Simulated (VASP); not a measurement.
The system is SiO2.

```
CELL_PARAMETERS angstrom
4.17730 0.00000 0.00000
0.00000 4.17730 0.00000
0.00000 0.00000 2.66520
ATOMIC_POSITIONS crystal
Si 0.00000 0.00000 0.00000
Si 0.50000 0.50000 0.50000
O 0.30590 0.30590 0.00000
O 0.19410 0.80590 0.50000
O 0.69410 0.69410 0.00000
O 0.80590 0.19410 0.50000
```

| Item | Value |
| --- | --- |
| Program | VASP 6.6.1 |
| Task | relaxation of cell and atoms |
| Functional | PBE |
| Potentials or basis | VASP PAW PBE potentials, release 64 (Si, O) |
| Cutoff | 600 eV |
| k mesh | 6 × 6 × 8 |
| Occupations | fermi-dirac, width 0.02 eV |
| Spin | no spin polarisation |

At the start: pressure 11.0 GPa; volume 7.75 Å³/atom.

Q: Where does the relaxation end?

A: Over 7 steps the energy falls by 9.2 meV/atom and the volume is 8.04 Å³/atom (+3.7 %); space group P4_2/mnm (No. 136, to 0.1 Å) before and after.

Step by step:
```
step  energy change (eV)  largest force (eV/Å)  pressure (GPa)  volume (Å³)
   1              0.0000                0.0984           10.97        46.51
   2              0.0338                0.4650          -11.92        50.17
   3             -0.0520                0.1697            0.08        48.07
   4             -0.0520                0.1647            0.27        48.03
   5             -0.0545                0.0198            0.14        48.16
   6             -0.0545                0.0180            0.15        48.16
   7             -0.0549                0.0033           -0.10        48.23
```

Final structure:
```
Si O
1.0
     4.23145    0.00000    0.00000
     0.00000    4.23145    0.00000
     0.00000    0.00000    2.69337
Si O
2 4
Direct
  0.00000 0.00000 0.00000
  0.50000 0.50000 0.50000
  0.30674 0.30674 0.00000
  0.19326 0.80674 0.50000
  0.69326 0.69326 0.00000
  0.80674 0.19326 0.50000
```
